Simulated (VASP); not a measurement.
Input of a VASP 6.6.1 run:

INCAR

```
SYSTEM = Y
ALGO     = Fast           ! electronic algorithm
EDIFF    = 1E-6           ! SCF threshold, eV
ENCUT    = 520            ! plane-wave cutoff, eV
GGA      = PS             ! functional
ISIF     = 2              ! what is computed and relaxed
ISMEAR   = 0              ! smearing method
LASPH    = .TRUE.         ! aspherical terms in the spheres
LCHARG   = .FALSE.        ! write CHGCAR
LREAL    = .FALSE.        ! projectors in reciprocal space
LWAVE    = .FALSE.        ! write WAVECAR
NBANDS   = 12             ! bands
NELM     = 60             ! most SCF steps
PREC     = Accurate       ! precision mode
SIGMA    = 0.15           ! smearing width, eV
```

KPOINTS

```
k-points
0
G
  16 16 16
  0 0 0
```

The input POSCAR:

```
Y
1.0
    0.0000000000      2.4353000000      2.4353000000
    2.4850000000     -0.0497000000      2.4850000000
    2.4850000000      2.4850000000     -0.0497000000
Y
1
Direct
    0.0000000000      0.0000000000      0.0000000000
```

Potentials or basis: VASP PAW PBE potentials, release 64 (Y_sv).

Command:

```bash
$ cat potpaw_PBE.64/Y_sv/POTCAR > POTCAR
$ mpirun -np 1 vasp_std > vasp.out
```

**Question.** What does it give for the pressure?

**Answer.** 0.1 GPa.

**Question.** Estimate the band gap on the k mesh.

**Answer.** Zero (an odd number of electrons rules out a gap without spin polarisation).

Stress tensor (GPa, compression positive):
```
0.06 0.00 0.00
0.00 0.13 1.40
0.00 1.40 0.13
```

Caveat: the cell differs from its parent crystal (strain -0.0400 x Voigt [0, 0, 0, 1, 0, 0]); the PAW data sets were made with another functional, which shifts forces and pressure a little.
